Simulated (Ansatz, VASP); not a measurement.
## One calculation of CuP3, two programs

File INCAR:

```
SYSTEM = CuP3
PREC = Accurate
ENCUT = 600
EDIFF = 1E-6
ISMEAR = 0
SIGMA = 0.1
LREAL = .FALSE.
LASPH = .TRUE.
NELM = 60
ALGO = Normal
ISIF = 3
LWAVE = .FALSE.
LCHARG = .FALSE.
GGA = PE
IBRION = 2
NSW = 90
EDIFFG = -0.04
```

The input KPOINTS:

```
Automatic mesh
0
G
  4 4 4
  0 0 0
```

Contents of POSCAR:

```
CuP3
1.0
    3.9793330686      0.0000000000      0.0000000000
    0.0000000000      3.9793330686      0.0000000000
    0.0000000000      0.0000000000      3.9793330686
Cu P
1 3
Direct
    0.0000000000      0.0000000000      0.0000000000
    0.0000000000      0.5000000000      0.5000000000
    0.5000000000      0.0000000000      0.5000000000
    0.5000000000      0.5000000000      0.0000000000
```

Input for Ansatz:

```yaml
crystal:
  lattice:
    - [3.9793330686, 0.0, 0.0]
    - [0.0, 3.9793330686, 0.0]
    - [0.0, 0.0, 3.9793330686]
  atoms:
    - { symbol: Cu, position: [0.0, 0.0, 0.0] }
    - { symbol: P, position: [0.0, 0.5, 0.5] }
    - { symbol: P, position: [0.5, 0.0, 0.5] }
    - { symbol: P, position: [0.5, 0.5, 0.0] }
basis:
  ecutwfc: 420
kpoints:
  mp_grid: { grid: [4, 4, 4] }
hamiltonian:
  xc: pbe
scf:
  occupations: { method: gaussian, width: 0.1 }
  lower_state_search: "off"
output:
  forces: true
  stress: true
  eigenvalues: true
relax:
  adjacent_minimum: "off"
  f_tol: 0.04
  max_steps: 70
  cell: { stress_tol: 0.4 }
```

Alike in both runs: task relaxation of cell and atoms; functional PBE; k mesh 4 × 4 × 4; occupations gaussian, width 0.1 eV; no spin polarisation.

```csv
,VASP,Ansatz
version,VASP 6.6.1,Ansatz 0.2.0
potentials or method,"VASP PAW PBE potentials, release 64 (Cu, P), cutoff 600 eV","scalar-relativistic, plane waves, PAW"
valence electrons in the cell,26,34
```

VASP gave:

* gap on the k mesh at the Fermi level, each at its own relaxed structure (eV): none
* relaxed volume (Å³/atom): 14.32
* relaxed cell length with the largest relative difference (Å): 3.855

Problem. Which values does Ansatz return?

Solution. gap on the k mesh at the Fermi level, each at its own relaxed structure (eV): none; relaxed volume (Å³/atom): 14.37; relaxed cell length with the largest relative difference (Å): 3.859.

A gap of «none» marks a metal or a gap that the smearing closes. VASP's potentials hold 26 valence electrons a cell and Ansatz's 34, so a difference there can come from the potentials and not from the codes.

The k mesh is coarse, so the values compare programs but aren't converged.
